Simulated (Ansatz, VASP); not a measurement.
# Two plane-wave programs on InSe2

```
CELL_PARAMETERS angstrom
3.89489 0.00000 0.00000
0.00000 3.89489 0.00000
0.00000 0.00000 9.62623
ATOMIC_POSITIONS crystal
In 0.00000 0.50000 0.70647
In 0.50000 0.00000 0.29353
Se 0.00000 0.50000 0.36621
Se 0.50000 0.00000 0.63379
Se 0.00000 0.00000 0.00000
Se 0.50000 0.50000 0.00000
```

Alike in both runs: task single point; functional PBE; k mesh 10 × 10 × 4; occupations gaussian, width 0.1 eV; no spin polarisation.

|  | VASP | Ansatz |
| --- | --- | --- |
| version | VASP 6.6.1 | Ansatz 0.2.0 |
| potentials or method | VASP PAW PBE potentials, release 64 (In_d, Se), cutoff 520 eV | scalar-relativistic, plane waves, PAW |
| valence electrons in the cell | 50 | 90 |

|  | VASP | Ansatz | Ansatz less VASP |
| --- | --- | --- | --- |
| gap on the k mesh at the Fermi level (eV) | none | none | - |
| pressure (GPa) | -0.1 | -0.1 | -0.02 |
| traceless stress, the component that is largest in VASP (GPa) | 0.55 | 0.57 | +0.017 |
| rms of the force components (eV/Å) | 0.020 | 0.020 | +0.0001 |

Atom by atom the forces differ by 0.000 eV/Å (rms over components). A gap of «none» marks a metal or a gap that the smearing closes. The functional is the same, so the differences come from potentials, cutoffs and numerics. VASP's potentials hold 50 valence electrons a cell and Ansatz's 90, so a difference there can come from the potentials and not from the codes.
